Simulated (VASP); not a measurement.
Input of a VASP 6.6.1 run:

The input POSCAR:

```
Au
1.0
    1.3742696911     -2.4249720426      0.0000000000
    1.3742696911      2.4249720426      0.0000000000
    0.0000000000      0.0000000000      4.6108500032
Au
2
Direct
    0.6642227740      0.3357772260      0.2500000000
    0.3357772260      0.6642227740      0.7500000000
```

The input INCAR.step1:

```
SYSTEM = Au
ALGO = Normal
EDIFF = 1E-4
ENCUT = 520
GGA = PE
ISMEAR = 0
LASPH = .TRUE.
LCHARG = .FALSE.
LREAL = .FALSE.
LWAVE = .TRUE.
NBANDS = 18
NELM = 60
PREC = Accurate
SIGMA = 0.1
```

File INCAR.step2:

```
SYSTEM = Au
ALGO = Normal
EDIFF = 1E-6
ENCUT = 520
ISIF = 2
ISMEAR = 0
ISTART = 1
LASPH = .TRUE.
LCHARG = .FALSE.
LMIXTAU = .TRUE.
LREAL = .FALSE.
LWAVE = .FALSE.
METAGGA = R2SCAN
NBANDS = 18
NELM = 60
PREC = Accurate
SIGMA = 0.1
```

KPOINTS

```
k-points
0
G
  18 18 10
  0 0 0
```

Potentials or basis: VASP PAW PBE potentials, release 64 (Au).

Run with:

```console
$ cat potpaw_PBE.64/Au/POTCAR > POTCAR
$ cp INCAR.step1 INCAR
$ mpirun -np 1 vasp_std > vasp.out
$ cp INCAR.step2 INCAR
$ mpirun -np 1 vasp_std > vasp.out
```

Q: Estimate the pressure.

A: 30.7 GPa.

Q: What does it give for the band gap on the k mesh?

A: Zero (bands 11 and 12 overlap by 8.09 eV).

Stress tensor (GPa, compression positive):
```
30.82  0.00  0.00
 0.00 30.73  0.00
 0.00  0.00 30.69
```

Caveat: the cell stands under pressure; the PAW data sets were made with another functional, which shifts forces and pressure a little; spin-orbit coupling is left out, which moves the levels of the heavy elements.
